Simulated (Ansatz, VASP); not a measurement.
# SnSe2: VASP beside Ansatz

INCAR

```
SYSTEM = SnSe2
PREC = Accurate
ENCUT = 520
EDIFF = 1E-6
ISMEAR = 0
SIGMA = 0.05
LREAL = .False.
LASPH = .True.
NELM = 80
ALGO = Normal
ISIF = 2
LWAVE = .False.
LCHARG = .True.
GGA = PE
LELF = .True.
LVHAR = .True.
NBANDS = 20
```

KPOINTS

```
regular mesh
0
Gamma
  12 12 6
  0 0 0
```

POSCAR

```
SnSe2
1.0
    3.8109987816      0.0000000000      0.0000000000
   -1.9054993908      3.3004217586      0.0000000000
    0.0000000000      0.0000000000      6.1370000000
Sn Se
1 2
Direct
    0.0000000000      0.0000000000      0.0000000000
    0.3674198860      0.7348397719      0.2500000000
    0.6666666667      0.3333333333      0.7500000000
```

Input for Ansatz:

```yaml
crystal:
  lattice:
    - [3.8109987816, 0.0, 0.0]
    - [-1.9054993908, 3.3004217586, 0.0]
    - [0.0, 0.0, 6.137]
  atoms:
    - { symbol: Sn, position: [0.0, 0.0, 0.0] }
    - { symbol: Se, position: [0.367419886, 0.7348397719, 0.25] }
    - { symbol: Se, position: [0.6666666667, 0.3333333333, 0.75] }
basis:
  ecutwfc: 420
kpoints:
  mp_grid: { grid: [12, 12, 6] }
hamiltonian:
  xc: pbe
scf:
  occupations: { method: gaussian, width: 0.05 }
output:
  forces: true
  stress: true
  eigenvalues: true
```

Alike in both runs: task single point; functional PBE; k mesh 12 × 12 × 6; occupations gaussian, width 0.05 eV; no spin polarisation.

|  | VASP | Ansatz |
| --- | --- | --- |
| version | VASP 6.6.1 | Ansatz 0.2.0 |
| potentials or method | VASP PAW PBE potentials, release 64 (Sn_d, Se), cutoff 520 eV | scalar-relativistic, plane waves, PAW |
| valence electrons in the cell | 26 | 46 |

|  | VASP | Ansatz | Ansatz less VASP |
| --- | --- | --- | --- |
| gap on the k mesh at the Fermi level (eV) | 0.45 | 0.45 | +0.005 |
| least direct gap on the mesh (eV) | 1.01 | 1.02 | +0.009 |
| pressure (GPa) | 6.0 | 5.9 | -0.09 |
| traceless stress, the component that is largest in VASP (GPa) | -2.41 | -2.41 | +0.007 |
| rms of the force components (eV/Å) | 0.520 | 0.513 | -0.0068 |

Atom by atom the forces differ by 0.008 eV/Å (rms over components). With one functional, cell and mesh, what is left measures potentials, basis and numerics. VASP's potentials hold 26 valence electrons a cell and Ansatz's 46, so a difference there can come from the potentials and not from the codes.
